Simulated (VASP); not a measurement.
Wanted: the native input for a VASP 6.6.1 run.

```yaml
Task: single point
Functional: BLYP
Potentials_or_basis: VASP PAW PBE potentials, release 64 (W_sv)
Cutoff: 520 eV
k_mesh: 15 × 15 × 7
Occupations: fermi-dirac, width 0.1 eV
Spin: no spin polarisation
Dipole_correction: no
Further_INCAR_settings: ALGO = Normal; EDIFF = 1e-06; NBANDS = 21
```

The structure of W lies in POSCAR:

```
W
1.0
    2.9114744310      0.0000000000      0.0000000000
   -1.4557372155      2.5214108197      0.0000000000
    0.0000000000      0.0000000000      5.2247897498
W
2
Direct
    0.3333333333      0.6666666667      0.2500000000
    0.6666666667      0.3333333333      0.7500000000
```

This cell differs from its parent crystal: volume scaled by 1.12.

These files were run (other wordings do the same):

INCAR

```
  PREC = Accurate
  ENCUT = 520
  EDIFF = 1E-6
  ISMEAR = -1
  SIGMA = 0.1
  LREAL = False
  LASPH = True
  NELM = 80
  ALGO = Normal
  ISIF = 2
  LWAVE = False
  LCHARG = False
  GGA = B5
  ALDAX = 1.0
  AGGAX = 1.0
  AGGAC = 1.0
  ALDAC = 0.0
  NBANDS = 21
```

KPOINTS

```
regular mesh
0
Gamma
  15 15 7
```

Potentials or basis: VASP PAW PBE potentials, release 64 (W_sv).

Run with:

```console
$ cat potpaw_PBE.64/W_sv/POTCAR > POTCAR
$ mpirun -np 1 vasp_std > vasp.out
```

Results of the run:

```
Pressure               : -21.7 GPa
Band gap on the k mesh : zero (band 14 reaches 10.14 eV, above the bottom of band 15 at 8.81 eV)
```

Caveat: the PAW data sets were made with another functional, which shifts forces and pressure a little; spin-orbit coupling is left out, which moves the levels of the heavy elements.

Run time: 77 s on 1 thread of AMD EPYC 9R45 (Zen 5) (shared host), peak memory 0.17 GiB.
